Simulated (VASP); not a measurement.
The system is ZrH2.

```
Zr H
1.0
     0.00000    2.40923    2.40923
     2.40923    0.00000    2.40923
     2.40923    2.40923    0.00000
Zr H
1 2
Direct
  0.00000 0.00000 0.00000
  0.75000 0.75000 0.75000
  0.25000 0.25000 0.25000
```

Base run:

- Program: VASP 6.6.1
- Functional: BLYP
- Potentials or basis: VASP PAW PBE potentials, release 64 (Zr_sv, H)
- Cutoff: 500 eV
- k mesh: 11 × 11 × 11
- Occupations: methfessel-paxton, width 0.15 eV
- Spin: no spin polarisation

Its results: band gap on the k mesh zero (bands 7 and 8 overlap by 0.68 eV); pressure 3.7 GPa.

Q: The run is repeated on the same cell with these changes: functional from BLYP to LDA; potentials or basis from VASP PAW PBE potentials, release 64 (Zr_sv, H) to VASP PAW LDA potentials, release 64 (Zr_sv, H). What comes out?

A: Band gap on the k mesh zero (bands 7 and 8 overlap by 0.69 eV); pressure -6.9 GPa.

Caveats: the cell stands under pressure (at least some runs); the PAW data sets were made with another functional, which shifts forces and pressure a little (at least some runs); the cell stands under tension (at least some runs).
